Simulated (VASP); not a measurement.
# Pd (Im-3m) in VASP: single point with PBEsol

Aim: the single point of Pd with PBEsol.

All numbers are computed with VASP 6.6.1; they aren't measurements. Logs are shortened: lines on timing, memory, paths and dates and some standing lists are left out, and cuts for length are marked.

**1. The cell of the first run**

Symmetry: Im-3m, No. 229, cubic system. The conventional cell has a = 3.084 Å, b = 3.084 Å, c = 3.084 Å, α = 90.00°, β = 90.00°, γ = 90.00°. Within 3.5 Å of Pd (site symmetry m-3m) lie 14 Pd at 2.67 to 3.08 Å.

This isn't the form of Pd at room conditions, which is fcc.

**2. Single point, PBEsol**

The input, INCAR:

```
PREC = Accurate
ENCUT = 500
EDIFF = 1E-6
ISMEAR = 0
SIGMA = 0.1
LREAL = F
LASPH = T
NELM = 120
ALGO = Normal
ISIF = 2
LWAVE = F
LCHARG = T
GGA = PS
LELF = T
LVHAR = T
NBANDS = 11
GGA_COMPAT = F
```

The input, KPOINTS:

```
regular mesh
0
Gamma
  20 20 20
```

The input, POSCAR:

```
Pd
1.0
   -1.5418092711      1.5418092711      1.5418092711
    1.5418092711     -1.5418092711      1.5418092711
    1.5418092711      1.5418092711     -1.5418092711
Pd
1
Direct
    0.0000000000      0.0000000000      0.0000000000
```

Potentials or basis: VASP PAW PBE potentials, release 64 (Pd).

Command:

```
$ cat potpaw_PBE.64/Pd/POTCAR > POTCAR
$ mpirun -np 1 vasp_std > vasp.out
```

OUTCAR:

```text
PREC = Accurate
   ENCUT = 500
   EDIFF = 1E-6
   ISMEAR = 0
   LREAL = F
   LASPH = T
   NELM = 120
   ISIF = 2
   GGA = PS

 ion  position               nearest neighbor table
   1  0.000  0.000  0.000-

  LATTYP: Found a body centered cubic cell.
 ALAT       =     3.0836185422

  Lattice vectors:

 A1 = (  -1.5418092711,   1.5418092711,   1.5418092711)
 A2 = (   1.5418092711,  -1.5418092711,   1.5418092711)
 A3 = (   1.5418092711,   1.5418092711,  -1.5418092711)

Analysis of symmetry for initial positions (statically):
=====================================================================
 Subroutine PRICEL returns:
 Original cell was already a primitive cell.

 Routine SETGRP: Setting up the symmetry group for a
 body centered cubic supercell.

 Subroutine GETGRP returns: Found 48 space group operations
 (whereof 48 operations were pure point group operations)
 out of a pool of 48 trial point group operations.

The static configuration has the point symmetry O_h .

Analysis of symmetry for dynamics (positions and initial velocities):
=====================================================================
 Subroutine PRICEL returns:
 Original cell was already a primitive cell.

 Routine SETGRP: Setting up the symmetry group for a
 body centered cubic supercell.

 Subroutine GETGRP returns: Found 48 space group operations
 (whereof 48 operations were pure point group operations)
 out of a pool of 48 trial point group operations.

The dynamic configuration has the point symmetry O_h .

 Subroutine INISYM returns: Found 48 space group operations
 (whereof 48 operations are pure point group operations),
 and found     1 'primitive' translations

----------------------------------------------------------------------------------------

                                     Primitive cell

  volume of cell :      14.6606

  direct lattice vectors                    reciprocal lattice vectors
    -1.541809271  1.541809271  1.541809271     0.000000000  0.324294327  0.324294327
     1.541809271 -1.541809271  1.541809271     0.324294327  0.000000000  0.324294327
     1.541809271  1.541809271 -1.541809271     0.324294327  0.324294327  0.000000000

  length of vectors
     2.670491993  2.670491993  2.670491993     0.458621436  0.458621436  0.458621436

  position of ions in fractional coordinates (direct lattice)
     0.000000000  0.000000000  0.000000000

  ion indices of the primitive-cell ions
   primitive index   ion index
                 1           1

----------------------------------------------------------------------------------------

 KPOINTS: regular mesh

Automatic generation of k-mesh.
 Grid dimensions read from file:
 generate k-points for:   20   20   20

 Generating k-lattice:

  Cartesian coordinates                     Fractional coordinates (reciprocal lattice)
     0.000000000  0.016214716  0.016214716     0.050000000  0.000000000  0.000000000
     0.016214716  0.000000000  0.016214716     0.000000000  0.050000000  0.000000000
     0.016214716  0.016214716  0.000000000     0.000000000  0.000000000  0.050000000

  Length of vectors
     0.022931072  0.022931072  0.022931072

  Shift w.r.t. Gamma in fractional coordinates (k-lattice)
     0.000000000  0.000000000  0.000000000

 Subroutine IBZKPT returns following result:
 ===========================================

 Found    256 irreducible k-points:

 Following reciprocal coordinates:
            Coordinates               Weight
  0.000000  0.000000  0.000000      1.000000
  0.050000  0.000000  0.000000     12.000000
  0.100000  0.000000  0.000000     12.000000
  0.150000  0.000000  0.000000     12.000000
  0.200000  0.000000  0.000000     12.000000
  0.250000  0.000000  0.000000     12.000000
[... 16 lines left out ...]
  0.200000  0.100000  0.000000     48.000000
  0.250000  0.100000  0.000000     48.000000
 [... further k-points ...]
   k-points           NKPTS =    256   k-points in BZ     NKDIM =    256   number of bands    NBANDS=     11
   number of dos      NEDOS =    301   number of ions     NIONS =      1
   total plane-waves  NPLWV =   8000
   dimension x,y,z NGX =    20 NGY =   20 NGZ =   20
   dimension x,y,z NGXF=    40 NGYF=   40 NGZF=   40
   ions per type =               1
   NGX,Y,Z   is equivalent  to a cutoff of  12.45, 12.45, 12.45 a.u.
   NGXF,Y,Z  is equivalent  to a cutoff of  24.90, 24.90, 24.90 a.u.
 SYSTEM =  unknown system
   PREC   = accura    normal or accurate (medium, high low for compatibility)
   ISTART =      0    job   : 0-new  1-cont  2-samecut
   ICHARG =      2    charge: 1-file 2-atom 10-const
   ISPIN  =      1    spin polarized calculation?
   LNONCOLLINEAR =      F non collinear calculations
   LSORBIT =      F    spin-orbit coupling
   LASPH  =      T    aspherical Exc in radial PAW
   ENCUT  =  500.0 eV  36.75 Ry    6.06 a.u.   4.87  4.87  4.87*2*pi/ulx,y,z
   NELM   =    120;   NELMIN=  2; NELMDL= -5     # of ELM steps
   EDIFF  = 0.1E-05   stopping-criterion for ELM
   LREAL  =      F    real-space projection
   EDIFFG = 0.1E-04   stopping-criterion for IOM
   NSW    =      0    number of steps for IOM
   IBRION =     -1    ionic relax: 0-MD 1-quasi-New 2-CG
   NFREE  =      0    steps in history (QN), initial steepest desc. (CG)
   ISIF   =      2    stress and relaxation
   ISYM   =      2    0-nonsym 1-usesym 2-fastsym
   POTIM  = 0.5000    time-step for ionic-motion
   TEBEG  =    0.0;   TEEND  =   0.0 temperature during run
   PSTRESS=    0.0 pullay stress
   NELECT =      10.0000    total number of electrons
   NUPDOWN=      -1.0000    fix difference up-down
   EMIN   =  10.00;   EMAX   =-10.00  energy-range for DOS
   EFERMI =   0.00;   METHOD = LEGACY
   ISMEAR =     0;   SIGMA  =   0.10  broadening in eV -4-tet -1-fermi 0-gaus
   EFERMI_NEDOS =   21; number of points for ismear=-14 and -15
   IALGO  =     38    algorithm
   IMIX   =      4    mixing-type and parameters
     AMIX     =   0.40;   BMIX     =  1.00
     AMIX_MAG =   1.60;   BMIX_MAG =  1.00
  volume/ion in A,a.u.               =      14.66        98.93
  Fermi-wavevector in a.u.,A,eV,Ry     =   1.441089  2.723264 28.255735  2.076738
  Thomas-Fermi vector in A             =   2.559760
   LORBIT       =      0    0 simple, 1 ext, 2 COOP (PROOUT), +10 PAW based schemes
   GGA     = PS    functional components
   LHFCALC =     F    Hartree Fock is set to
   AEXX    =    0.0000 exact exchange contribution
   IVDW    =     0    specifies the selected vdW correction
   LEPSILON=     F    determine dielectric tensor
   LRPA    =     F    only Hartree local field effects (RPA)
 non-spin polarized calculation
 Gauss-broadening in eV      SIGMA  =   0.10
  energy-cutoff  :      500.00
  volume of cell :       14.66
 maximum number of plane-waves:       386
   NGX =  9   NGY =  9   NGZ =  9

 number of electron      10.0000000 magnetization

 number of electron       9.9999999 magnetization

 Free energy of the ion-electron system (eV)
  ---------------------------------------------------
  ext. energy  EPLUGINS =         0.00000000
  ---------------------------------------------------
  free energy    TOTEN  =        -5.91097670 eV

  energy without entropy =       -5.90598208  energy(sigma->0) =       -5.90847939

 E-fermi :   9.6892     XC(G=0): -13.4140

 val. band max:        9.6607941548   @ k =  -0.4000  -0.4500   0.1000
 cond. band min:       9.7047630289   @ k =  -0.4500   0.4500   0.4500
 fundamental gap:      0.0439688741
 Fermi energy:         9.6891608989

 k-point     1 :       0.0000    0.0000    0.0000
  band No.  band energies     occupation
      1       2.4436      2.00000
      2       6.7090      2.00000
      3       6.7090      2.00000
      4       6.7090      2.00000
      5       8.7519      2.00000
      6       8.7519      2.00000
      7      29.0592      0.00000
      8      29.0592      0.00000
      9      29.0592      0.00000
     10      35.9616      0.00000
     11      37.7197      0.00000

 k-point     2 :       0.0500    0.0000    0.0000
  band No.  band energies     occupation
      1       2.5407      2.00000
      2       6.6753      2.00000
      3       6.7102      2.00000
      4       6.7787      2.00000
      5       8.7111      2.00000
      6       8.7543      2.00000
      7      29.0181      0.00000
      8      29.0802      0.00000
      9      29.1789      0.00000
     10      35.9454      0.00000
     11      36.6384      0.00000

 k-point     3 :       0.1000    0.0000    0.0000
  band No.  band energies     occupation
      1       2.8238      2.00000
      2       6.5787      2.00000
      3       6.7116      2.00000
      4       6.9848      2.00000
      5       8.6081      2.00000
      6       8.7623      2.00000
      7      28.8026      0.00000
      8      29.0796      0.00000
      9      29.5282      0.00000
     10      35.3704      0.00000
     11      35.7740      0.00000

 k-point     4 :       0.1500    0.0000    0.0000
  band No.  band energies     occupation
      1       3.2630      2.00000
      2       6.4319      2.00000
      3       6.7150      2.00000
      4       7.3173      2.00000
      5       8.4926      2.00000
      6       8.7775      2.00000
      7      28.1701      0.00000
      8      28.8764      0.00000
      9      30.0778      0.00000
     10      34.6366      0.00000
     11      34.9939      0.00000
[... 239 lines left out ...]
 k-point    22 :       0.1500    0.1000    0.0000
  band No.  band energies     occupation
      1       4.0292      2.00000
      2       6.2958      2.00000
      3       6.5019      2.00000
      4       8.0918      2.00000
      5       8.3196      2.00000
      6       8.8886      2.00000
      7      26.9936      0.00000
      8      27.7835      0.00000
      9      30.5635      0.00000
     10      32.0305      0.00000
     11      34.7106      0.00000

 k-point    23 :       0.2000    0.1000    0.0000
  band No.  band energies     occupation
      1       4.4922      2.00000
      2       6.1088      2.00000
      3       6.6155      2.00000
      4       8.3060      2.00000
      5       8.6767      2.00000
      6       8.9865      2.00000
      7      25.3536      0.00000
      8      26.9536      0.00000
      9      30.4700      0.00000
     10      31.4786      0.00000
     11      35.3282      0.00000

 k-point    24 :       0.2500    0.1000    0.0000
  band No.  band energies     occupation
      1       4.7236      2.00000
      2       5.9259      2.00000
      3       7.0128      2.00000
      4       8.3694      2.00000
      5       8.9560      2.00000
      6       9.4930      1.99447
      7      23.4376      0.00000
      8      26.1694      0.00000
      9      29.3487      0.00000
     10      32.1623      0.00000
     11      35.7703      0.00000

 [... further k-points ...]
[... 5 lines left out ...]
  --------------------------------------------------------------------------------------
  -------------------------------------------------------------------------------------
  Total       -0.0373987     -0.0373987     -0.0373987     -0.0000000     -0.0000000      0.0000000
  in kB       -4.0871039     -4.0871039     -4.0871039     -0.0000000     -0.0000000      0.0000000
  external PRESSURE =      -4.0871039 kB  Pullay stress =       0.0000000 kB

 VOLUME and BASIS-vectors are now :
 -----------------------------------------------------------------------------
  energy-cutoff  :      500.00
  volume of cell :       14.66
      direct lattice vectors                 reciprocal lattice vectors
    -1.541809271  1.541809271  1.541809271     0.000000000  0.324294327  0.324294327
     1.541809271 -1.541809271  1.541809271     0.324294327  0.000000000  0.324294327
     1.541809271  1.541809271 -1.541809271     0.324294327  0.324294327  0.000000000

 POSITION                                       TOTAL-FORCE (eV/Angst)
 -----------------------------------------------------------------------------------
      0.00000      0.00000      0.00000        -0.000000     -0.000000     -0.000000
 -----------------------------------------------------------------------------------
    total drift:                                0.000000     -0.000000      0.000000

  FREE ENERGIE OF THE ION-ELECTRON SYSTEM (eV)
  ---------------------------------------------------
  free  energy   TOTEN  =        -5.9109767005 eV

  energy  without entropy=       -5.9059820827  energy(sigma->0) =       -5.90847939
```

It took 30 s on 1 thread of Intel Xeon Platinum 8259CL at 2.50GHz (Skylake/Cascade Lake), shared host; peak memory 0.16 GiB.

Results:

```yaml
Free_energy: -5.9110 eV
Pressure: -0.4 GPa
Band_gap_on_the_k_mesh: zero (bands 5 and 6 overlap by 1.67 eV)
```

Levels at points of the mesh, in eV from the Fermi level:
| k point | band 1 | band 2 | band 3 | band 4 | band 5 | band 6 | band 7 | band 8 | band 9 | band 10 |
| --- | --- | --- | --- | --- | --- | --- | --- | --- | --- | --- |
| (0.00, 0.00, 0.00) | -7.25 | -2.98 | -2.98 | -2.98 | -0.94 | -0.94 | 19.37 | 19.37 | 19.37 | 26.27 |
| (0.50, 0.00, 0.00) | -5.37 | -4.21 | -1.01 | -0.69 | 0.65 | 1.33 | 7.99 | 15.13 | 17.89 | 24.50 |
| (0.50, 0.50, 0.50) | -5.30 | -5.30 | 0.25 | 0.25 | 0.25 | 9.21 | 9.21 | 9.21 | 17.79 | 17.79 |

Caveat: the PAW data sets were made with another functional, which shifts forces and pressure a little.

The gap in the log of VASP goes by the Fermi energy; the results here count the filled bands.